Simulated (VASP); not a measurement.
Input of a VASP 6.6.1 run:

Contents of INCAR:

```
ALGO = Normal
EDIFF = 1E-6
ENCUT = 520
GGA = CA
ISIF = 2
ISMEAR = 0
KPAR = 4
LASPH = T
LCHARG = F
LREAL = F
LWAVE = F
NBANDS = 64
NELM = 100
PREC = Accurate
SIGMA = 0.1
```

KPOINTS

```
k-points
0
Gamma
  6 10 4
```

File POSCAR:

```
Te2Mo
1.0
    6.2930839929      0.0000000000     -0.0771621782
    0.0000000000      3.4385032670      0.0000000000
   -0.7250347655      0.0000000000     13.3538151747
Te Mo
8 4
Direct
    0.4128170095      0.0000000000      0.8952396468
    0.5871792392      0.5000000000      0.1047576125
    0.9050690043      0.5000000000      0.8470472162
    0.0949274209      0.0000000000      0.1529500653
    0.4427347181      0.5000000000      0.6523804414
    0.5572684772      0.0000000000      0.3476219063
    0.9444744700      0.0000000000      0.6050988642
    0.0555291482      0.5000000000      0.3949035202
    0.8181122895      0.0000000000      0.9921498398
    0.1818836712      0.5000000000      0.0078471119
    0.6802451974      0.5000000000      0.4934691165
    0.3197583445      0.0000000000      0.5065336489
```

Potentials or basis: VASP PAW LDA potentials, release 64 (Te, Mo_sv).

The run is started by

```sh
$ cat potpaw_LDA.64/Te/POTCAR potpaw_LDA.64/Mo_sv/POTCAR > POTCAR
$ mpirun -np 4 vasp_std > vasp.out
```

**Question.** Estimate the pressure.

**Answer.** 0.2 GPa.

**Question.** What does it give for the band gap on the k mesh?

**Answer.** Zero (bands 52 and 53 overlap by 0.46 eV).

Stress tensor (GPa, compression positive):
```
0.30 0.00 0.00
0.00 0.23 0.00
0.00 0.00 0.21
```

Caveat: spin-orbit coupling is left out, which moves the levels of the heavy elements.
